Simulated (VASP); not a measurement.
Runs of VASP 6.6.1 on Al. The structure is that of space group Fm-3m (No. 225), or close to it. The cells are those of the table. 

```csv
cell,gap on the mesh (eV),pressure (GPa)
"a = 2.863, b = 2.863, c = 2.905 Å, angles 59.5, 59.5, 61.0°, 1 atom",none,-1.5
"a = 2.927, b = 2.927, c = 2.948 Å, angles 59.8, 59.8, 60.5°, 1 atom",none,-5.1
"a = 2.927, b = 2.927, c = 2.905 Å, angles 60.2, 60.2, 59.5°, 1 atom",none,-4.3
"a = 2.884, b = 2.884, c = 2.905 Å, angles 59.8, 59.8, 60.5°, 1 atom",none,(a)
"a = 2.906, b = 2.906, c = 2.948 Å, angles 59.5, 59.5, 61.0°, 1 atom",none,-4.3
"a = 2.885, b = 2.885, c = 2.819 Å, angles 60.7, 60.7, 58.5°, 1 atom",none,-0.3
```

Alike in all rows: task single point; level PBE; potentials or basis VASP PAW PBE potentials, release 64 (Al); no spin polarisation; k mesh 20 × 20 × 20; cutoff (eV) 520; smearing gaussian 0.15 eV.

Question: Estimate the missing entries.

Answer: (a) -2.5.

Caveats: the cell stands under tension (at least some runs).

A gap of «none» marks levels without a gap at the run's occupations.
